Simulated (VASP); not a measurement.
Here is a VASP 6.6.1 calculation.

The input INCAR:

```
SYSTEM = CoO
PREC     = Accurate       ! precision mode
ENCUT    = 600            ! plane-wave cutoff, eV
EDIFF    = 1E-6           ! SCF threshold, eV
ISMEAR   = 0              ! smearing method
SIGMA    = 0.1            ! smearing width, eV
LREAL    = .False.        ! projectors in reciprocal space
LASPH    = .True.         ! aspherical terms in the spheres
NELM     = 80             ! most SCF steps
ALGO     = Normal         ! electronic algorithm
ISIF     = 3              ! what is computed and relaxed
LWAVE    = .False.        ! write WAVECAR
LCHARG   = .False.        ! write CHGCAR
GGA      = PS             ! functional
IBRION   = 2              ! ionic algorithm
NSW      = 80             ! ionic steps
EDIFFG   = -0.01          ! ionic threshold
```

The input KPOINTS:

```
Automatic mesh
0
Gamma
  18 18 18
  0 0 0
```

Contents of POSCAR:

```
CoO
1.0
    1.5054695445      0.8691832468      2.4399269062
   -1.5054695445      0.8691832468      2.4399269062
    0.0000000000     -1.7383664936      2.4399269062
Co O
1 1
Direct
    0.0000000000      0.0000000000      0.0000000000
    0.5000000000      0.5000000000      0.5000000000
```

Potentials or basis: VASP PAW PBE potentials, release 64 (Co, O).

Command:

```sh
$ cat potpaw_PBE.64/Co/POTCAR potpaw_PBE.64/O/POTCAR > POTCAR
$ mpirun -np 1 vasp_std > vasp.out
```

**Question.** Predict the space group after relaxing (to 0.1 Å).

**Answer.** Fm-3m (No. 225).

**Question.** Estimate the relaxed volume.

**Answer.** 8.22 Å³/atom.

**Question.** Predict the band gap on the k mesh.

**Answer.** Zero (an odd number of electrons rules out a gap without spin polarisation).

**Question.** Estimate the relaxed cell.

**Answer.** a = 2.851 Å, b = 2.851 Å, c = 2.851 Å, α = 60.11°, β = 60.11°, γ = 60.11°.

The path:
```
step  energy change (eV)  largest force (eV/Å)  pressure (GPa)  volume (Å³)
   1              0.0000                0.0000          -27.62        19.16
   2             -0.1402                0.0000           31.19        14.93
   3             -0.2730                0.0000           -0.41        16.45
   4             -0.2730                0.0000            0.38        16.40
   5             -0.2730                0.0000           -0.24        16.45
   6             -0.2731                0.0000           -0.08        16.43
   7             -0.2731                0.0000            0.06        16.43
   8             -0.2731                0.0000           -0.03        16.43
```

Caveat: the PAW data sets were made with another functional, which shifts forces and pressure a little; an odd number of electrons without spin polarisation forces a metal; a magnetic or distorted state may lie lower; the run has no spin polarisation, though such a crystal can be magnetic; semilocal functionals often make such compounds metallic where correlation or magnetic order opens a gap, which also shifts bond lengths. With open d or f shells a metallic result of PBEsol can be an artefact of self-interaction; +U or a hybrid may open a gap.
